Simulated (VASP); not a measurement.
# Si (P1) in VASP: single point with LDA

Aim: the single point of Si with LDA.

All numbers are computed with VASP 6.6.1; they aren't measurements. Logs are shortened: lines on timing, memory, paths and dates and some standing lists are left out, and cuts for length are marked.

## Step 1: The cell of the first run

The typed cell holds 4 atoms: a = 5.056 Å, b = 5.129 Å, c = 5.033 Å, α = 98.80°, β = 96.82°, γ = 136.37°.

## Step 2: Single point, LDA (atoms moved at random and the cell strained at random)

The input, INCAR:

```
SYSTEM = Si
  PREC = Accurate
  ENCUT = 520
  EDIFF = 1E-6
  ISMEAR = 0
  SIGMA = 0.03
  LREAL = .False.
  LASPH = .True.
  NELM = 60
  ALGO = Normal
  ISIF = 2
  LWAVE = .False.
  LCHARG = .False.
  NBANDS = 16
```

The input, KPOINTS:

```
Automatic mesh
0
Gamma
  10 10 10
  0 0 0
```

The input, POSCAR:

```
Si
1.0
   -3.2999839651      3.3571984250      1.8441538243
    3.3431040867     -3.3701265538      1.9411090493
    3.2695799707      3.3397225594     -1.8665175846
Si
4
Direct
    0.1897133000      0.2059906118      0.3706204934
    0.8767890756      0.8576258257      0.6415522040
    0.1446483721      0.7900088379     -0.0144076412
    0.7888492522      0.1463747245      0.0022349438
```

Potentials or basis: VASP PAW LDA potentials, release 64 (Si).

Command:

```bash
cat potpaw_LDA.64/Si/POTCAR > POTCAR
mpirun -np 1 vasp_std > vasp.out
```

OUTCAR:

```text
SYSTEM = Si
   PREC = Accurate
   ENCUT = 520
   EDIFF = 1E-6
   ISMEAR = 0
   LREAL = .False.
   LASPH = .True.
   NELM = 60
   ISIF = 2

 ion  position               nearest neighbor table
   1  0.190  0.206  0.371-   2 2.17   4 2.38   2 2.40   3 2.51
   2  0.877  0.858  0.642-   1 2.17   3 2.29   1 2.40   4 2.45
   3  0.145  0.790  0.986-   4 2.29   2 2.29   4 2.38   1 2.51
   4  0.789  0.146  0.002-   3 2.29   3 2.38   1 2.38   2 2.45

  LATTYP: Found a triclinic cell.
 ALAT       =     3.7855305445
 B/A-ratio  =     3.4371651327
 C/A-ratio  =     1.3397850351
 COS(alpha) =     0.0021299217
 COS(beta)  =     0.3834897745
 COS(gamma) =     0.8612829833

  Lattice vectors:

 A1 = (  -0.0431201216,   0.0129281288,  -3.7852628736)
 A2 = (   6.4833236926,   0.0083803920, -11.2811971561)
 A3 = (  -3.3127000923,  -3.3267944306,  -1.9187452890)

Analysis of symmetry for initial positions (statically):
=====================================================================
 Subroutine PRICEL returns:
 Original cell was already a primitive cell.

 Routine SETGRP: Setting up the symmetry group for a
 triclinic supercell.

 Subroutine GETGRP returns: Found  1 space group operations
 (whereof  1 operations were pure point group operations)
 out of a pool of  2 trial point group operations.

The static configuration has the point symmetry C_1 .

Analysis of symmetry for dynamics (positions and initial velocities):
=====================================================================
 Subroutine PRICEL returns:
 Original cell was already a primitive cell.

 Routine SETGRP: Setting up the symmetry group for a
 triclinic supercell.

 Subroutine GETGRP returns: Found  1 space group operations
 (whereof  1 operations were pure point group operations)
 out of a pool of  2 trial point group operations.

The dynamic configuration has the point symmetry C_1 .

 Subroutine INISYM returns: Found  1 space group operations
 (whereof  1 operations are pure point group operations),
 and found     1 'primitive' translations

----------------------------------------------------------------------------------------

                                     Primitive cell

  volume of cell :      83.8010

  direct lattice vectors                    reciprocal lattice vectors
    -3.299983965  3.357198425  1.844153824    -0.002295500  0.150195945  0.264721571
     3.343104087 -3.370126554  1.941109049     0.148270649  0.001549739  0.262498701
     3.269579971  3.339722559 -1.866517585     0.151927979  0.150008037 -0.001218364

  length of vectors
     5.055845999  5.128547773  5.032672039     0.304370829  0.301483258  0.213508797

  position of ions in fractional coordinates (direct lattice)
     0.189713300  0.205990612  0.370620493
     0.876789076  0.857625826  0.641552204
     0.144648372  0.790008838  0.985592359
     0.788849252  0.146374724  0.002234944

  ion indices of the primitive-cell ions
   primitive index   ion index
                 1           1
                 2           2
                 3           3
                 4           4

----------------------------------------------------------------------------------------

 KPOINTS: Automatic mesh

Automatic generation of k-mesh.
 Grid dimensions read from file:
 generate k-points for:   10   10   10

 Generating k-lattice:

  Cartesian coordinates                     Fractional coordinates (reciprocal lattice)
    -0.000229550  0.015019595  0.026472157     0.100000000 -0.000000000  0.000000000
     0.014827065  0.000154974  0.026249870    -0.000000000  0.100000000  0.000000000
     0.015192798  0.015000804 -0.000121836    -0.000000000  0.000000000  0.100000000

  Length of vectors
     0.030437083  0.030148326  0.021350880

  Shift w.r.t. Gamma in fractional coordinates (k-lattice)
     0.000000000  0.000000000  0.000000000

 Subroutine IBZKPT returns following result:
 ===========================================

 Found    504 irreducible k-points:

 Following reciprocal coordinates:
            Coordinates               Weight
  0.000000  0.000000  0.000000      1.000000
  0.100000  0.000000  0.000000      2.000000
  0.200000  0.000000  0.000000      2.000000
  0.300000  0.000000  0.000000      2.000000
  0.400000  0.000000  0.000000      2.000000
  0.500000  0.000000  0.000000      1.000000
[... 16 lines left out ...]
 -0.400000  0.200000 -0.000000      2.000000
 -0.300000  0.200000 -0.000000      2.000000
 [... further k-points ...]
   k-points           NKPTS =    504   k-points in BZ     NKDIM =    504   number of bands    NBANDS=     16
   number of dos      NEDOS =    301   number of ions     NIONS =      4
   total plane-waves  NPLWV =  64000
   dimension x,y,z NGX =    40 NGY =   40 NGZ =   40
   dimension x,y,z NGXF=    80 NGYF=   80 NGZF=   80
   ions per type =               4
   NGX,Y,Z   is equivalent  to a cutoff of  13.15, 12.97, 13.21 a.u.
   NGXF,Y,Z  is equivalent  to a cutoff of  26.31, 25.93, 26.43 a.u.
 SYSTEM =  Si
   PREC   = accura    normal or accurate (medium, high low for compatibility)
   ISTART =      0    job   : 0-new  1-cont  2-samecut
   ICHARG =      2    charge: 1-file 2-atom 10-const
   ISPIN  =      1    spin polarized calculation?
   LNONCOLLINEAR =      F non collinear calculations
   LSORBIT =      F    spin-orbit coupling
   LASPH  =      T    aspherical Exc in radial PAW
   ENCUT  =  520.0 eV  38.22 Ry    6.18 a.u.   9.40  9.54  9.36*2*pi/ulx,y,z
   NELM   =     60;   NELMIN=  2; NELMDL= -5     # of ELM steps
   EDIFF  = 0.1E-05   stopping-criterion for ELM
   LREAL  =      F    real-space projection
   EDIFFG = 0.1E-04   stopping-criterion for IOM
   NSW    =      0    number of steps for IOM
   IBRION =     -1    ionic relax: 0-MD 1-quasi-New 2-CG
   NFREE  =      0    steps in history (QN), initial steepest desc. (CG)
   ISIF   =      2    stress and relaxation
   ISYM   =      2    0-nonsym 1-usesym 2-fastsym
   POTIM  = 0.5000    time-step for ionic-motion
   TEBEG  =    0.0;   TEEND  =   0.0 temperature during run
   PSTRESS=    0.0 pullay stress
   NELECT =      16.0000    total number of electrons
   NUPDOWN=      -1.0000    fix difference up-down
   EMIN   =  10.00;   EMAX   =-10.00  energy-range for DOS
   EFERMI =   0.00;   METHOD = LEGACY
   ISMEAR =     0;   SIGMA  =   0.03  broadening in eV -4-tet -1-fermi 0-gaus
   EFERMI_NEDOS =   21; number of points for ismear=-14 and -15
   IALGO  =     38    algorithm
   IMIX   =      4    mixing-type and parameters
     AMIX     =   0.40;   BMIX     =  1.00
     AMIX_MAG =   1.60;   BMIX_MAG =  1.00
  volume/ion in A,a.u.               =      20.95       141.38
  Fermi-wavevector in a.u.,A,eV,Ry     =   0.942682  1.781410 12.090799  0.888649
  Thomas-Fermi vector in A             =   2.070315
   LORBIT       =      0    0 simple, 1 ext, 2 COOP (PROOUT), +10 PAW based schemes
   GGA     = CA    functional components
   LHFCALC =     F    Hartree Fock is set to
   AEXX    =    0.0000 exact exchange contribution
   IVDW    =     0    specifies the selected vdW correction
   LEPSILON=     F    determine dielectric tensor
   LRPA    =     F    only Hartree local field effects (RPA)
 non-spin polarized calculation
 Gauss-broadening in eV      SIGMA  =   0.03
  energy-cutoff  :      520.00
  volume of cell :       83.80
 maximum number of plane-waves:      2277
 NGX is ok and might be reduce to    40
   NGX = 19   NGY = 19   NGZ = 19

 number of electron      15.9999999 magnetization

 Free energy of the ion-electron system (eV)
  ---------------------------------------------------
  ext. energy  EPLUGINS =         0.00000000
  ---------------------------------------------------
  free energy    TOTEN  =       -23.01568870 eV

  energy without entropy =      -23.01552505  energy(sigma->0) =      -23.01560688

 E-fermi :   5.8107     XC(G=0):  -9.3724

 val. band max:        5.8084201910   @ k =  -0.4000   0.5000   0.4000
 cond. band min:       5.8140629675   @ k =   0.5000   0.5000   0.4000
 fundamental gap:      0.0056427765
 Fermi energy:         5.8107096355

 k-point     1 :       0.0000    0.0000    0.0000
  band No.  band energies     occupation
      1      -6.6180      2.00000
      2      -2.5510      2.00000
      3      -0.4520      2.00000
      4       0.3896      2.00000
      5       1.8034      2.00000
      6       3.9183      2.00000
[... 8 lines left out ...]
     15      11.0244      0.00000
     16      11.9622      0.00000

 k-point     2 :       0.1000    0.0000    0.0000
  band No.  band energies     occupation
      1      -6.5033      2.00000
      2      -2.5780      2.00000
      3      -0.2880      2.00000
      4       0.2395      2.00000
      5       1.9149      2.00000
      6       3.3359      2.00000
[... 8 lines left out ...]
     15      10.4645      0.00000
     16      12.5467      0.00000

 k-point     3 :       0.2000    0.0000    0.0000
  band No.  band energies     occupation
      1      -6.1653      2.00000
      2      -2.5928      2.00000
      3      -0.2133      2.00000
      4       0.0225      2.00000
      5       2.0244      2.00000
      6       2.3661      2.00000
[... 8 lines left out ...]
     15      10.5411      0.00000
     16      12.2065      0.00000

 k-point     4 :       0.3000    0.0000    0.0000
  band No.  band energies     occupation
      1      -5.6287      2.00000
      2      -2.5107      2.00000
      3      -0.9681      2.00000
      4      -0.1306      2.00000
      5       1.5023      2.00000
      6       2.2113      2.00000
[... 8 lines left out ...]
     15      11.8857      0.00000
     16      12.2900      0.00000
[... 324 lines left out ...]
 k-point    22 :       0.5000    0.2000    0.0000
  band No.  band energies     occupation
      1      -5.1701      2.00000
      2      -3.4309      2.00000
      3      -1.2798      2.00000
      4       0.1606      2.00000
      5       1.2020      2.00000
      6       2.6417      2.00000
[... 8 lines left out ...]
     15      11.9400      0.00000
     16      12.3763      0.00000

 k-point    23 :      -0.4000    0.2000   -0.0000
  band No.  band energies     occupation
      1      -5.7559      2.00000
      2      -3.5749      2.00000
      3      -0.5611      2.00000
      4       0.5349      2.00000
      5       1.9117      2.00000
      6       2.7700      2.00000
[... 8 lines left out ...]
     15      11.2588      0.00000
     16      11.7792      0.00000

 k-point    24 :      -0.3000    0.2000   -0.0000
  band No.  band energies     occupation
      1      -6.1857      2.00000
      2      -3.5107      2.00000
      3      -0.1157      2.00000
      4       0.3303      2.00000
      5       2.8494      2.00000
      6       3.0884      2.00000
[... 8 lines left out ...]
     15      11.3512      0.00000
     16      12.0509      0.00000

 [... further k-points ...]
[... 5 lines left out ...]
  --------------------------------------------------------------------------------------
  -------------------------------------------------------------------------------------
  Total       -2.7986058      0.9890863      1.5278970      0.5857820     -1.1227684     -1.9271726
  in kB      -53.5060622     18.9101712     29.2116001     11.1994658    -21.4660161    -36.8452803
  external PRESSURE =      -1.7947637 kB  Pullay stress =       0.0000000 kB

 VOLUME and BASIS-vectors are now :
 -----------------------------------------------------------------------------
  energy-cutoff  :      520.00
  volume of cell :       83.80
      direct lattice vectors                 reciprocal lattice vectors
    -3.299983965  3.357198425  1.844153824    -0.002295500  0.150195945  0.264721571
     3.343104087 -3.370126554  1.941109049     0.148270649  0.001549739  0.262498701
     3.269579971  3.339722559 -1.866517585     0.151927979  0.150008037 -0.001218364

 POSITION                                       TOTAL-FORCE (eV/Angst)
 -----------------------------------------------------------------------------------
      1.27437      1.18046      0.05794        -1.481102     -0.697000      1.752641
      2.07135      2.19585      2.08421         1.166460     -0.138934     -2.223144
      5.38622      1.11479     -0.03938         0.782768      0.793005     -0.358263
     -2.10654      2.16249      1.73472        -0.468126      0.042929      0.828766
 -----------------------------------------------------------------------------------
    total drift:                               -0.000059      0.000010     -0.000015

  FREE ENERGIE OF THE ION-ELECTRON SYSTEM (eV)
  ---------------------------------------------------
  free  energy   TOTEN  =       -23.0156887024 eV

  energy  without entropy=      -23.0155250528  energy(sigma->0) =      -23.01560688
```

It took 11 min on 1 thread of Intel Xeon Platinum 8488C (Sapphire Rapids), shared host; peak memory 0.55 GiB.

Results:

* Free energy: -23.0157 eV
* Pressure: -0.2 GPa
* Largest force: 2.514 eV/Å
* Band gap on the k mesh: zero (band 8 reaches 6.11 eV, above the bottom of band 9 at 5.73 eV)

Forces on the atoms (eV/Å):
```
Si  -1.481 -0.697  1.753
Si   1.166 -0.139 -2.223
Si   0.783  0.793 -0.358
Si  -0.468  0.043  0.829
```

Levels at points of the mesh, in eV from the Fermi level:
```csv
k point,band 4,band 5,band 6,band 7,band 8,band 9,band 10,band 11,band 12,band 13
"(0.00, 0.00, 0.00)",-5.42,-4.01,-1.89,-1.60,-0.76,0.94,1.11,1.21,1.94,2.16
"(0.50, 0.00, 0.00)",-6.75,-4.66,-3.64,-2.73,-1.96,0.17,1.83,3.08,3.12,3.70
"(0.00, 0.50, 0.00)",-6.92,-4.73,-4.21,-2.35,-1.50,0.31,2.04,2.62,2.92,3.66
"(0.50, 0.50, 0.00)",-5.16,-3.09,-2.37,-2.12,-1.93,1.18,1.50,1.67,3.52,4.29
"(0.00, 0.00, 0.50)",-5.23,-3.27,-2.59,-2.04,-1.75,1.09,1.52,1.79,3.65,4.12
"(0.50, 0.00, 0.50)",-6.27,-4.71,-3.96,-2.74,-1.37,0.38,2.01,2.21,3.28,4.10
"(0.00, 0.50, 0.50)",-6.41,-4.58,-3.42,-2.76,-2.16,0.41,1.61,2.73,3.29,3.61
"(0.50, 0.50, 0.50)",-5.44,-3.14,-0.97,-0.56,0.30,0.38,2.73,2.93,3.37,3.95
```

Caveat: the cell differs from its parent crystal (atoms moved at random and the cell strained at random); forces of over 1 eV/Å act on the atoms, so gaps and moduli don't describe the material at rest.
